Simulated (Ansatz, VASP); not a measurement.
Two plane-wave programs on Y2TaN3

```
CELL_PARAMETERS angstrom
3.31946 0.00000 0.00000
-1.65973 2.87474 0.00000
0.00000 0.00000 8.18312
ATOMIC_POSITIONS crystal
Y 0.33333 0.66667 0.67444
Y 0.66667 0.33333 0.32556
Ta 0.00000 0.00000 0.00000
N 0.00000 0.00000 0.50000
N 0.33333 0.66667 0.14187
N 0.66667 0.33333 0.85813
```

Alike in both runs: task single point; functional PBE; k mesh 12 × 12 × 6; occupations gaussian, width 0.1 eV; no spin polarisation.

|  | VASP | Ansatz |
| --- | --- | --- |
| version | VASP 6.6.1 | Ansatz 0.2.0 |
| potentials or method | VASP PAW PBE potentials, release 64 (Y_sv, Ta_pv, N), cutoff 520 eV | scalar-relativistic, plane waves, PAW |
| valence electrons in the cell | 48 | 50 |

```tsv
	VASP	Ansatz	Ansatz less VASP
gap on the k mesh at the Fermi level (eV)	none	none	-
pressure (GPa)	0.0	0.0	+0.01
rms of the force components (eV/Å)	0.015	0.003	-0.0116
```

Atom by atom the forces differ by 0.012 eV/Å (rms over components). A gap of «none» marks a metal or a gap that the smearing closes. VASP's potentials hold 48 valence electrons a cell and Ansatz's 50, so a difference there can come from the potentials and not from the codes.

Spin-orbit coupling is off throughout.
